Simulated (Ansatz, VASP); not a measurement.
## One calculation of NaCl, two programs

```
Na Cl
1.0
     2.88832    0.00000    0.00000
     0.00000    2.88832    0.00000
     0.00000    0.00000    2.88832
Na Cl
1 1
Direct
  0.00000 0.00000 0.00000
  0.50000 0.50000 0.50000
```

Change from the starting cell: volume scaled by 1.03.

Alike in both runs: task single point; functional PBE; k mesh 8 × 8 × 8; occupations fermi-dirac, width 0.02 eV; no spin polarisation.

```csv
,VASP,Ansatz
version,VASP 6.6.1,Ansatz 0.2.0
potentials or method,"VASP PAW PBE potentials, release 64 (Na_pv, Cl), cutoff 500 eV","all-electron LAPW, scalar-relativistic"
```

```csv
,VASP,Ansatz,Ansatz less VASP
gap on the k mesh at the Fermi level (eV),4.53,4.49,-0.044
pressure (GPa),57.9,57.7,-0.13
```

Both programs put the cell under a high pressure, so it lies far from rest at this level. Ansatz ran all-electron here, and VASP with PAW potentials.
